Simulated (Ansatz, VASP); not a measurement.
C in VASP and in Ansatz

```xyz
2
Lattice="1.6954 0.0000 0.0000 -0.8477 1.4682 0.0000 0.0000 0.0000 6.0523" Properties=species:S:1:pos:R:3 pbc="T T T"
C     0.0000    0.9788    1.5131
C     0.8477    0.4894    4.5392
```

Alike in both runs: functional LDA; k mesh 17 × 17 × 9; occupations fermi-dirac, width 0.1 eV; no spin polarisation.

Ansatz relaxed the structure, and its values are those at the end. VASP's run is a single point on that final structure, the one shown.

|  | VASP | Ansatz |
| --- | --- | --- |
| version | VASP 6.6.1 | Ansatz 0.2.0 |
| potentials or method | VASP PAW LDA potentials, release 64 (C), cutoff 520 eV | plane waves (420 eV) with PAW, scalar-relativistic |
| valence electrons in the cell | 8 | 8 |

|  | VASP | Ansatz | Ansatz less VASP |
| --- | --- | --- | --- |
| pressure (GPa) | 0.3 | 0.0 | -0.35 |

Ansatz warns that its potentials were made for another functional, while VASP's fit it. LDA's correlation is that of Perdew and Zunger in VASP and of Perdew and Wang (1992) in Ansatz.
